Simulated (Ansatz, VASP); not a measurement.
## KYMg6: VASP beside Ansatz

```
CELL_PARAMETERS angstrom
5.43446 0.00000 0.00000
0.00000 3.50788 5.91836
0.00000 -3.50788 5.91836
ATOMIC_POSITIONS crystal
Y 0.00000 0.84683 0.84683
K 0.50000 0.64961 0.64961
Mg 0.50000 0.16645 0.16645
Mg 0.50000 0.66826 0.15344
Mg 0.50000 0.15344 0.66826
Mg 0.00000 0.34405 0.34405
Mg 0.00000 0.85098 0.32037
Mg 0.00000 0.32037 0.85098
```

Alike in both runs: task single point; functional PBE; k mesh 5 × 5 × 5; occupations fermi-dirac, width 0.05 eV; no spin polarisation.

```csv
,VASP,Ansatz
version,VASP 6.6.1,Ansatz 0.2.0
potentials or method,"VASP PAW PBE potentials, release 64 (Y_sv, K_sv, Mg)",Ansatz PAW
plane-wave cutoff (eV),520,420
valence electrons in the cell,32,80
```

|  | VASP | Ansatz | Ansatz less VASP |
| --- | --- | --- | --- |
| gap on the k mesh at the Fermi level (eV) | none | none | - |
| pressure (GPa) | -0.6 | -0.5 | +0.06 |
| traceless stress, the component that is largest in VASP (GPa) | -0.15 | -0.15 | 0.000 |
| rms of the force components (eV/Å) | 0.028 | 0.028 | -0.0004 |

Atom by atom the forces differ by 0.001 eV/Å (rms over components). A gap of «none» marks a metal or a gap that the smearing closes. The functional is the same, so the differences come from potentials, cutoffs and numerics. VASP's potentials hold 32 valence electrons a cell and Ansatz's 80, so a difference there can come from the potentials and not from the codes.
